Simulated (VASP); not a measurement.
Write the native input for VASP 6.6.1 that does the following.

```
Task                   : single point
Functional             : PBE
Potentials or basis    : VASP PAW PBE potentials, release 64 (Rb_sv)
Cutoff                 : 520 eV
k mesh                 : 5 × 5 × 7
Occupations            : fermi-dirac, width 0.05 eV
Spin                   : no spin polarisation
Dipole correction      : no
Further INCAR settings : ALGO = Normal; EDIFF = 1e-06; NBANDS = 20; ISYM = 0
```

The structure of Rb lies in POSCAR:

```
Rb
1.0
    7.3900768994      0.0000000000      0.0000000000
   -3.6950384497      6.3999943308      0.0000000000
    0.0000000000      0.0000000000      4.4153351856
Rb
3
Direct
    0.0000000000      0.0000000000      0.0000000000
    0.3333333333      0.6666666667      0.5000000000
    0.6666666667      0.3333333333      0.5000000000
```

This isn't the form of Rb at room conditions, which is bcc.

The input as run:

INCAR

```
ALGO = Normal
EDIFF = 1E-6
ENCUT = 520
GGA = PE
ISIF = 2
ISMEAR = -1
ISYM = 0
LASPH = T
LCHARG = T
LELF = T
LREAL = F
LVHAR = T
LWAVE = F
NBANDS = 20
NELM = 60
PREC = Accurate
SIGMA = 0.05
```

KPOINTS

```
k-points
0
Gamma
  5 5 7
```

Potentials or basis: VASP PAW PBE potentials, release 64 (Rb_sv).

The run is started by

```sh
$ cat potpaw_PBE.64/Rb_sv/POTCAR > POTCAR
$ mpirun -np 1 vasp_std > vasp.out
```

It gave:

- Pressure: 1.3 GPa
- Band gap on the k mesh: zero (an odd number of electrons rules out a gap without spin polarisation)

Wall time 2.1 min on 1 thread of AMD EPYC 9R45 96-Core Processor (Zen 5), with other jobs on the host, peak memory 0.47 GiB.
